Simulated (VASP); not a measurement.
Here is a VASP 6.6.1 calculation.

File INCAR:

```
SYSTEM = Hf
PREC     = Accurate       ! precision mode
ENCUT    = 520            ! plane-wave cutoff, eV
EDIFF    = 1E-7           ! SCF threshold, eV
ISMEAR   = 0              ! smearing method
SIGMA    = 0.027000000000000003 ! smearing width, eV
LREAL    = .FALSE.        ! projectors in reciprocal space
LASPH    = .TRUE.         ! aspherical terms in the spheres
NELM     = 80             ! most SCF steps
ALGO     = Normal         ! electronic algorithm
ISIF     = 2              ! what is computed and relaxed
LWAVE    = .FALSE.        ! write WAVECAR
LCHARG   = .FALSE.        ! write CHGCAR
GGA      = PE             ! functional
NBANDS   = 17             ! bands
```

The input KPOINTS:

```
Automatic mesh
0
G
  10 10 5
  0 0 0
```

File POSCAR:

```
Hf
1.0
    3.1967000000      0.0000000000      0.0000000000
   -1.5983500000      2.7684234083      0.0000000000
    0.0000000000      0.0000000000      5.0578000000
Hf
2
Direct
    0.6666666667      0.3333333333      0.7500000000
    0.3333333333      0.6666666667      0.2500000000
```

Potentials or basis: VASP PAW PBE potentials, release 64 (Hf_pv).

The run is started by

```sh
$ cat potpaw_PBE.64/Hf_pv/POTCAR > POTCAR
$ mpirun -np 1 vasp_std > vasp.out
```

Q: What does it give for the pressure?

A: 0.2 GPa.

Q: Predict the band gap on the k mesh.

A: Zero (band 10 reaches 6.10 eV, above the bottom of band 11 at 4.60 eV).

Stress tensor (GPa, compression positive):
```
 0.30  0.00  0.00
 0.00  0.30  0.00
 0.00  0.00 -0.09
```

Caveat: spin-orbit coupling is left out, which moves the levels of the heavy elements.
